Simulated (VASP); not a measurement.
# Tl (Fm-3m) in VASP: further runs

The runs below take Tl through single point, with PBEsol.

Everything below comes from runs of VASP 6.6.1. Logs are shortened: lines on timing, memory, paths and dates and some standing lists are left out, and cuts for length are marked.

## 1. The cell of the first run

The structure is cubic, space group Fm-3m (No. 225). Conventional cell: a = 4.909 Å, b = 4.909 Å, c = 4.909 Å, α = 90.00°, β = 90.00°, γ = 90.00°. Within 4.6 Å of Tl (site symmetry m-3m) lie 12 Tl at 3.47 Å.

This isn't the form of Tl at room conditions, which is hcp.

## 2. Single point, PBEsol (29.57 Å³/atom)

File INCAR:

```
SYSTEM = Tl
ALGO = Normal
EDIFF = 1E-6
ENCUT = 520
GGA = PS
ISIF = 2
ISMEAR = -1
LASPH = .True.
LCHARG = .False.
LREAL = .False.
LWAVE = .False.
NBANDS = 12
NELM = 60
PREC = Accurate
SIGMA = 0.1
```

File KPOINTS:

```
k-points
0
Gamma
  13 13 13
  0 0 0
```

File POSCAR:

```
Tl
1.0
    0.0000000000      2.4543831277      2.4543831277
    2.4543831277      0.0000000000      2.4543831277
    2.4543831277      2.4543831277      0.0000000000
Tl
1
Direct
    0.0000000000      0.0000000000      0.0000000000
```

Potentials or basis: VASP PAW PBE potentials, release 64 (Tl_d).

The run is started by

```sh
> cat potpaw_PBE.64/Tl_d/POTCAR > POTCAR
> mpirun -np 1 vasp_std > vasp.out
```

OUTCAR:

```text
SYSTEM = Tl
   EDIFF = 1E-6
   ENCUT = 520
   GGA = PS
   ISIF = 2
   ISMEAR = -1
   LASPH = .True.
   LREAL = .False.
   NELM = 60
   PREC = Accurate

 ion  position               nearest neighbor table
   1  0.000  0.000  0.000-

  LATTYP: Found a face centered cubic cell.
 ALAT       =     4.9087662554

  Lattice vectors:

 A1 = (   0.0000000000,   2.4543831277,   2.4543831277)
 A2 = (   2.4543831277,   0.0000000000,   2.4543831277)
 A3 = (   2.4543831277,   2.4543831277,   0.0000000000)

Analysis of symmetry for initial positions (statically):
=====================================================================
 Subroutine PRICEL returns:
 Original cell was already a primitive cell.

 Routine SETGRP: Setting up the symmetry group for a
 face centered cubic supercell.

 Subroutine GETGRP returns: Found 48 space group operations
 (whereof 48 operations were pure point group operations)
 out of a pool of 48 trial point group operations.

The static configuration has the point symmetry O_h .

Analysis of symmetry for dynamics (positions and initial velocities):
=====================================================================
 Subroutine PRICEL returns:
 Original cell was already a primitive cell.

 Routine SETGRP: Setting up the symmetry group for a
 face centered cubic supercell.

 Subroutine GETGRP returns: Found 48 space group operations
 (whereof 48 operations were pure point group operations)
 out of a pool of 48 trial point group operations.

The dynamic configuration has the point symmetry O_h .

 Subroutine INISYM returns: Found 48 space group operations
 (whereof 48 operations are pure point group operations),
 and found     1 'primitive' translations

----------------------------------------------------------------------------------------

                                     Primitive cell

  volume of cell :      29.5704

  direct lattice vectors                    reciprocal lattice vectors
     0.000000000  2.454383128  2.454383128    -0.203717176  0.203717176  0.203717176
     2.454383128  0.000000000  2.454383128     0.203717176 -0.203717176  0.203717176
     2.454383128  2.454383128  0.000000000     0.203717176  0.203717176 -0.203717176

  length of vectors
     3.471021906  3.471021906  3.471021906     0.352848499  0.352848499  0.352848499

  position of ions in fractional coordinates (direct lattice)
     0.000000000  0.000000000  0.000000000

  ion indices of the primitive-cell ions
   primitive index   ion index
                 1           1

----------------------------------------------------------------------------------------

 KPOINTS: k-points

Automatic generation of k-mesh.
 Grid dimensions read from file:
 generate k-points for:   13   13   13

 Generating k-lattice:

  Cartesian coordinates                     Fractional coordinates (reciprocal lattice)
    -0.015670552  0.015670552  0.015670552     0.076923077  0.000000000  0.000000000
     0.015670552 -0.015670552  0.015670552     0.000000000  0.076923077  0.000000000
     0.015670552  0.015670552 -0.015670552     0.000000000  0.000000000  0.076923077

  Length of vectors
     0.027142192  0.027142192  0.027142192

  Shift w.r.t. Gamma in fractional coordinates (k-lattice)
     0.000000000  0.000000000  0.000000000

 Subroutine IBZKPT returns following result:
 ===========================================

 Found     84 irreducible k-points:

 Following reciprocal coordinates:
            Coordinates               Weight
  0.000000  0.000000  0.000000      1.000000
  0.076923  0.000000  0.000000      8.000000
  0.153846  0.000000  0.000000      8.000000
  0.230769  0.000000  0.000000      8.000000
  0.307692  0.000000  0.000000      8.000000
  0.384615  0.000000  0.000000      8.000000
[... 16 lines left out ...]
  0.384615  0.153846  0.000000     24.000000
  0.461538  0.153846  0.000000     24.000000
 [... further k-points ...]
   k-points           NKPTS =     84   k-points in BZ     NKDIM =     84   number of bands    NBANDS=     12
   number of dos      NEDOS =    301   number of ions     NIONS =      1
   total plane-waves  NPLWV =  21952
   dimension x,y,z NGX =    28 NGY =   28 NGZ =   28
   dimension x,y,z NGXF=    56 NGYF=   56 NGZF=   56
   ions per type =               1
   NGX,Y,Z   is equivalent  to a cutoff of  13.41, 13.41, 13.41 a.u.
   NGXF,Y,Z  is equivalent  to a cutoff of  26.82, 26.82, 26.82 a.u.
 SYSTEM =  Tl
   PREC   = accura    normal or accurate (medium, high low for compatibility)
   ISTART =      0    job   : 0-new  1-cont  2-samecut
   ICHARG =      2    charge: 1-file 2-atom 10-const
   ISPIN  =      1    spin polarized calculation?
   LNONCOLLINEAR =      F non collinear calculations
   LSORBIT =      F    spin-orbit coupling
   LASPH  =      T    aspherical Exc in radial PAW
   ENCUT  =  520.0 eV  38.22 Ry    6.18 a.u.   6.45  6.45  6.45*2*pi/ulx,y,z
   NELM   =     60;   NELMIN=  2; NELMDL= -5     # of ELM steps
   EDIFF  = 0.1E-05   stopping-criterion for ELM
   LREAL  =      F    real-space projection
   EDIFFG = 0.1E-04   stopping-criterion for IOM
   NSW    =      0    number of steps for IOM
   IBRION =     -1    ionic relax: 0-MD 1-quasi-New 2-CG
   NFREE  =      0    steps in history (QN), initial steepest desc. (CG)
   ISIF   =      2    stress and relaxation
   ISYM   =      2    0-nonsym 1-usesym 2-fastsym
   POTIM  = 0.5000    time-step for ionic-motion
   TEBEG  =    0.0;   TEEND  =   0.0 temperature during run
   PSTRESS=    0.0 pullay stress
   NELECT =      13.0000    total number of electrons
   NUPDOWN=      -1.0000    fix difference up-down
   EMIN   =  10.00;   EMAX   =-10.00  energy-range for DOS
   EFERMI =   0.00;   METHOD = LEGACY
   ISMEAR =    -1;   SIGMA  =   0.10  broadening in eV -4-tet -1-fermi 0-gaus
   EFERMI_NEDOS =   21; number of points for ismear=-14 and -15
   IALGO  =     38    algorithm
   IMIX   =      4    mixing-type and parameters
     AMIX     =   0.40;   BMIX     =  1.00
     AMIX_MAG =   1.60;   BMIX_MAG =  1.00
  volume/ion in A,a.u.               =      29.57       199.55
  Fermi-wavevector in a.u.,A,eV,Ry     =   1.244812  2.352353 21.082985  1.549556
  Thomas-Fermi vector in A             =   2.379062
   LORBIT       =      0    0 simple, 1 ext, 2 COOP (PROOUT), +10 PAW based schemes
   GGA     = PS    functional components
   LHFCALC =     F    Hartree Fock is set to
   AEXX    =    0.0000 exact exchange contribution
   IVDW    =     0    specifies the selected vdW correction
   LEPSILON=     F    determine dielectric tensor
   LRPA    =     F    only Hartree local field effects (RPA)
 non-spin polarized calculation
  energy-cutoff  :      520.00
  volume of cell :       29.57
 maximum number of plane-waves:       821
 NGX is ok and might be reduce to    28
   NGX = 13   NGY = 13   NGZ = 13

 number of electron      12.9999999 magnetization

 Free energy of the ion-electron system (eV)
  ---------------------------------------------------
  ext. energy  EPLUGINS =         0.00000000
  ---------------------------------------------------
  free energy    TOTEN  =        -2.62028611 eV

  energy without entropy =       -2.60248735  energy(sigma->0) =       -2.61138673

 E-fermi :   5.9822     XC(G=0): -10.2003

 val. band max:        5.9317263609   @ k =   0.4615   0.2308   0.0000
 cond. band min:       6.0835535465   @ k =  -0.3077   0.3846   0.0769
 fundamental gap:      0.1518271856
 Fermi energy:         5.9821646993

 k-point     1 :       0.0000    0.0000    0.0000
  band No.  band energies     occupation
      1      -5.4596      2.00000
      2      -5.4596      2.00000
      3      -5.4596      2.00000
      4      -5.2032      2.00000
      5      -5.2032      2.00000
      6      -3.8025      2.00000
      7      16.0316      0.00000
      8      16.0316      0.00000
      9      16.0316      0.00000
     10      16.9197      0.00000
     11      19.9295      0.00000
     12      20.7994      0.00000

 k-point     2 :       0.0769    0.0000    0.0000
  band No.  band energies     occupation
      1      -5.4640      2.00000
      2      -5.4449      2.00000
      3      -5.4449      2.00000
      4      -5.2053      2.00000
      5      -5.2053      2.00000
      6      -3.6792      2.00000
      7      14.5815      0.00000
      8      15.8923      0.00000
      9      15.8923      0.00000
     10      16.8426      0.00000
     11      20.3172      0.00000
     12      21.0372      0.00000

 k-point     3 :       0.1538    0.0000    0.0000
  band No.  band energies     occupation
      1      -5.4831      2.00000
      2      -5.4131      2.00000
      3      -5.4131      2.00000
      4      -5.2013      2.00000
      5      -5.2013      2.00000
      6      -3.3007      2.00000
      7      12.0884      0.00000
      8      15.5349      0.00000
      9      15.5349      0.00000
     10      16.7761      0.00000
     11      20.2243      0.00000
     12      21.2228      0.00000
[... 286 lines left out ...]
 k-point    23 :       0.3846    0.1538    0.0000
  band No.  band energies     occupation
      1      -5.5830      2.00000
      2      -5.4142      2.00000
      3      -5.3176      2.00000
      4      -5.1987      2.00000
      5      -5.0027      2.00000
      6      -0.9808      2.00000
      7       6.8377      0.00038
      8      12.3415      0.00000
      9      12.5817      0.00000
     10      15.4032      0.00000
     11      19.6326      0.00000
     12      21.4298      0.00000

 k-point    24 :       0.4615    0.1538    0.0000
  band No.  band energies     occupation
      1      -5.5888      2.00000
      2      -5.4385      2.00000
      3      -5.3396      2.00000
      4      -5.1393      2.00000
      5      -4.9680      2.00000
      6       0.1329      2.00000
      7       4.9560      1.99993
      8      11.5974      0.00000
      9      12.6198      0.00000
     10      15.2991      0.00000
     11      20.5920      0.00000
     12      21.2254      0.00000

 [... further k-points ...]

------------------------ aborting loop because EDIFF is reached ----------------------------------------

  FORCE on cell =-STRESS in cart. coord.  units (eV):
  Direction    XX          YY          ZZ          XY          YZ          ZX
  --------------------------------------------------------------------------------------
  -------------------------------------------------------------------------------------
  Total       -0.2589699     -0.2589699     -0.2589699      0.0000000     -0.0000000     -0.0000000
  in kB      -14.0314593    -14.0314593    -14.0314593      0.0000000     -0.0000000     -0.0000000
  external PRESSURE =     -14.0314593 kB  Pullay stress =       0.0000000 kB

 VOLUME and BASIS-vectors are now :
 -----------------------------------------------------------------------------
  energy-cutoff  :      520.00
  volume of cell :       29.57
      direct lattice vectors                 reciprocal lattice vectors
     0.000000000  2.454383128  2.454383128    -0.203717176  0.203717176  0.203717176
     2.454383128  0.000000000  2.454383128     0.203717176 -0.203717176  0.203717176
     2.454383128  2.454383128  0.000000000     0.203717176  0.203717176 -0.203717176

 POSITION                                       TOTAL-FORCE (eV/Angst)
 -----------------------------------------------------------------------------------
      0.00000      0.00000      0.00000         0.000000     -0.000000     -0.000000
 -----------------------------------------------------------------------------------
    total drift:                               -0.000000     -0.000000     -0.000000

  FREE ENERGIE OF THE ION-ELECTRON SYSTEM (eV)
  ---------------------------------------------------
  free  energy   TOTEN  =        -2.6202861084 eV

  energy  without entropy=       -2.6024873479  energy(sigma->0) =       -2.61138673
```

It took 45 s on 1 thread of Intel Xeon 8259CL, shared host; peak memory 0.17 GiB.

Results:

```yaml
Free_energy: -2.6203 eV
Pressure: -1.4 GPa
Band_gap_on_the_k_mesh: zero (an odd number of electrons rules out a gap without spin polarisation)
```

Levels at points of the mesh, in eV from the Fermi level:
```tsv
k point	band 4	band 5	band 6	band 7	band 8	band 9
(0.00, 0.00, 0.00)	-11.19	-11.19	-9.78	10.05	10.05	10.05
```

Caveat: the PAW data sets were made with another functional, which shifts forces and pressure a little; spin-orbit coupling is left out, which moves the levels of the heavy elements.

## 3. Single point, PBEsol (30.71 Å³/atom)

This run uses another cell than the first one, of 30.71 Å³/atom.

File INCAR:

```
SYSTEM = Tl
ALGO     = Normal         ! electronic algorithm
EDIFF    = 1E-6           ! SCF threshold, eV
ENCUT    = 520            ! plane-wave cutoff, eV
GGA      = PS             ! functional
ISIF     = 2              ! what is computed and relaxed
ISMEAR   = -1             ! smearing method
LASPH    = .TRUE.         ! aspherical terms in the spheres
LCHARG   = .FALSE.        ! write CHGCAR
LREAL    = .FALSE.        ! projectors in reciprocal space
LWAVE    = .FALSE.        ! write WAVECAR
NBANDS   = 12             ! bands
NELM     = 60             ! most SCF steps
PREC     = Accurate       ! precision mode
SIGMA    = 0.1            ! smearing width, eV
```

File KPOINTS:

```
k-points
0
G
  13 13 13
  0 0 0
```

File POSCAR:

```
Tl
1.0
    0.0000000000      2.4854545671      2.4854545671
    2.4854545671      0.0000000000      2.4854545671
    2.4854545671      2.4854545671      0.0000000000
Tl
1
Direct
    0.0000000000      0.0000000000      0.0000000000
```

Potentials or basis: VASP PAW PBE potentials, release 64 (Tl_d).

The run is started by

```sh
> cat potpaw_PBE.64/Tl_d/POTCAR > POTCAR
> mpirun -np 1 vasp_std > vasp.out
```

Wall time 44 s (1 thread of Intel Xeon 8259CL, shared host); peak memory 0.17 GiB.

The run converged. Its results:

```
Free energy            : -2.6073 eV
Pressure               : -2.4 GPa
Band gap on the k mesh : zero (an odd number of electrons rules out a gap without spin polarisation)
```

Levels at points of the mesh, in eV from the Fermi level:
```csv
k point,band 2,band 3,band 4,band 5,band 6,band 7,band 8,band 9,band 10,band 11
"(0.00, 0.00, 0.00)",-11.40,-11.40,-11.17,-11.17,-9.55,9.73,9.73,9.73,10.87,13.48
```

Caveat: the PAW data sets were made with another functional, which shifts forces and pressure a little; spin-orbit coupling is left out, which moves the levels of the heavy elements.
